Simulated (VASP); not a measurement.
Here is a VASP 6.6.1 calculation.

Contents of INCAR:

```
PREC = Accurate
ENCUT = 600
EDIFF = 1E-7
ISMEAR = -1
SIGMA = 0.05
LREAL = F
LASPH = T
NELM = 80
ALGO = Normal
ISIF = 3
LWAVE = F
LCHARG = F
GGA = PS
IVDW = 13
IBRION = 2
NSW = 60
EDIFFG = -0.01
```

File KPOINTS:

```
Automatic mesh
0
Gamma
  11 11 11
```

File POSCAR:

```
Au
1.0
    0.0000000000      2.0350000000      2.0350000000
    2.0350000000      0.0000000000      2.0350000000
    2.0350000000      2.0350000000      0.0000000000
Au
1
Direct
    0.0000000000      0.0000000000      0.0000000000
```

Potentials or basis: VASP PAW PBE potentials, release 64 (Au).

The run is started by

```console
$ cat potpaw_PBE.64/Au/POTCAR > POTCAR
$ mpirun -np 1 vasp_std > vasp.out
```

**Question.** Estimate the relaxed cell.

**Answer.** a = 2.867 Å, b = 2.867 Å, c = 2.867 Å, α = 60.00°, β = 60.00°, γ = 60.00°.

**Question.** What does it give for the relaxed volume?

**Answer.** 16.67 Å³/atom.

Final structure:
```
Au
1.0
     0.00000    2.02759    2.02759
     2.02759    0.00000    2.02759
     2.02759    2.02759    0.00000
Au
1
Direct
  0.00000 0.00000 0.00000
```

Caveat: the PAW data sets were made with another functional, which shifts forces and pressure a little; pairwise dispersion overbinds metals, which lowers pressure and volume.
